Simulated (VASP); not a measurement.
Set up this calculation in VASP 6.6.1, as the native input.

```yaml
Task: single point
Functional: PBEsol
Potentials_or_basis: VASP PAW PBE potentials, release 64 (V_sv)
Cutoff: 520 eV
k_mesh: 16 × 16 × 16
Occupations: fermi-dirac, width 0.136057 eV
Spin: no spin polarisation
Dipole_correction: no
Further_INCAR_settings: ALGO = Normal; EDIFF = 1e-07; NBANDS = 12
```

The structure of V lies in POSCAR:

```
V
1.0
   -1.4782795933      1.4782795933      1.4782795933
    1.4782795933     -1.4782795933      1.4782795933
    1.4782795933      1.4782795933     -1.4782795933
V
1
Direct
    0.0000000000      0.0000000000      0.0000000000
```

The input as run:

INCAR

```
SYSTEM = V
PREC = Accurate
ENCUT = 520
EDIFF = 1E-7
ISMEAR = -1
SIGMA = 0.13605693000000002
LREAL = .FALSE.
LASPH = .TRUE.
NELM = 100
ALGO = Normal
ISIF = 2
LWAVE = .FALSE.
LCHARG = .FALSE.
GGA = PS
NBANDS = 12
```

KPOINTS

```
regular mesh
0
G
  16 16 16
  0 0 0
```

Potentials or basis: VASP PAW PBE potentials, release 64 (V_sv).

The run is started by

```bash
$ cat potpaw_PBE.64/V_sv/POTCAR > POTCAR
$ mpirun -np 1 vasp_std > vasp.out
```

Results of the run:

```yaml
Pressure: 1.3 GPa
```

Caveat: the PAW data sets were made with another functional, which shifts forces and pressure a little.

Wall time 16 s on 1 thread of AMD EPYC 9R14 (Zen 4) (shared host), peak memory 0.11 GiB.
